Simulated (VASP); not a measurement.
# Be3NiS4: single point with PBE

Crystal: Be3NiS4.

```
Be Ni S
1.0
     4.96058   -0.00005    0.00017
    -0.00005    4.96063   -0.00014
     0.00018   -0.00024    4.95563
Be Ni S
3 1 4
Direct
  0.50000 0.49999 0.99994
  0.50000 0.99997 0.49999
  0.99999 0.50000 0.49999
  0.99999 0.00005 0.00006
  0.25946 0.25944 0.25940
  0.25939 0.74061 0.74064
  0.74060 0.25938 0.74060
  0.74058 0.74055 0.25938
```

```yaml
Program: VASP 6.6.1
Task: single point
Functional: PBE
Potentials_or_basis: VASP PAW PBE potentials, release 64 (Be, Ni, S)
Cutoff: 520 eV
k_mesh: 4 × 4 × 4
Occupations: gaussian, width 0.2 eV
Spin: collinear spin, ferromagnetic start
Starting_moments: "[0.0, 0.0, 0.0, 1.28, 0.0, 0.0, 0.0, 0.0] μB"
```

```
Pressure                                              : 0.0 GPa
Largest force                                         : 0.007 eV/Å
Net moment                                            : 1.93 μB per cell
Site moments                                          : Be +0.00; Ni +1.18; S +0.11 μB
Valence electrons inside the program's atomic spheres : Be 1.00; Ni 9.26; S 3.79
```

Forces on the atoms (eV/Å):
```
Be   0.000  0.000  0.001
Be   0.000  0.000  0.000
Be   0.000  0.000  0.000
Ni   0.000 -0.001 -0.001
S    0.003  0.003  0.004
S    0.004 -0.004 -0.004
S   -0.004  0.004 -0.004
S   -0.004 -0.003  0.004
```

Levels at points of the mesh, in eV from the Fermi level:
Spin up:
| k point | band 18 | band 19 | band 20 | band 21 | band 22 | band 23 | band 24 | band 25 |
| --- | --- | --- | --- | --- | --- | --- | --- | --- |
| (0.00, 0.00, 0.00) | -1.94 | -0.08 | -0.08 | -0.07 | 2.77 | 2.78 | 2.78 | 4.06 |
| (0.50, 0.00, 0.00) | -1.63 | -1.32 | -0.96 | -0.96 | 3.48 | 4.29 | 5.47 | 5.62 |
| (0.00, 0.50, 0.00) | -1.63 | -1.32 | -0.96 | -0.96 | 3.48 | 4.29 | 5.47 | 5.62 |
| (0.50, 0.50, 0.00) | -1.72 | -1.08 | -0.60 | -0.59 | 4.78 | 4.78 | 5.49 | 5.72 |
| (0.00, 0.00, 0.50) | -1.64 | -1.32 | -0.97 | -0.97 | 3.48 | 4.29 | 5.46 | 5.63 |
| (0.50, 0.00, 0.50) | -1.73 | -1.07 | -0.59 | -0.59 | 4.79 | 4.79 | 5.50 | 5.73 |
| (0.00, 0.50, 0.50) | -1.73 | -1.08 | -0.59 | -0.59 | 4.79 | 4.79 | 5.50 | 5.73 |
| (0.50, 0.50, 0.50) | -1.40 | -0.28 | -0.28 | -0.27 | 4.33 | 4.33 | 4.34 | 4.84 |
Spin down:
| k point | band 17 | band 18 | band 19 | band 20 | band 21 | band 22 |
| --- | --- | --- | --- | --- | --- | --- |
| (0.00, 0.00, 0.00) | -1.31 | -1.31 | 0.57 | 0.57 | 0.58 | 3.02 |
| (0.50, 0.00, 0.00) | -1.23 | -1.01 | -0.15 | -0.01 | -0.01 | 3.52 |
| (0.00, 0.50, 0.00) | -1.23 | -1.01 | -0.15 | -0.01 | -0.01 | 3.52 |
| (0.50, 0.50, 0.00) | -1.13 | -0.65 | -0.57 | 0.32 | 0.32 | 4.84 |
| (0.00, 0.00, 0.50) | -1.23 | -1.01 | -0.15 | -0.01 | -0.01 | 3.52 |
| (0.50, 0.00, 0.50) | -1.13 | -0.64 | -0.58 | 0.32 | 0.33 | 4.85 |
| (0.00, 0.50, 0.50) | -1.13 | -0.64 | -0.58 | 0.32 | 0.33 | 4.85 |
| (0.50, 0.50, 0.50) | -0.96 | -0.96 | 0.60 | 0.61 | 0.61 | 4.43 |

Wall time 4.1 min on 1 thread of Intel(R) Xeon(R) Platinum 8375C CPU @ 2.90GHz (Ice Lake), with other jobs on the host, peak memory 0.42 GiB.

Caveat: a cell with one magnetic atom can't hold antiferromagnetic order, which such compounds often take. With open d or f shells a metallic result of PBE can be an artefact of self-interaction; +U or a hybrid may open a gap.
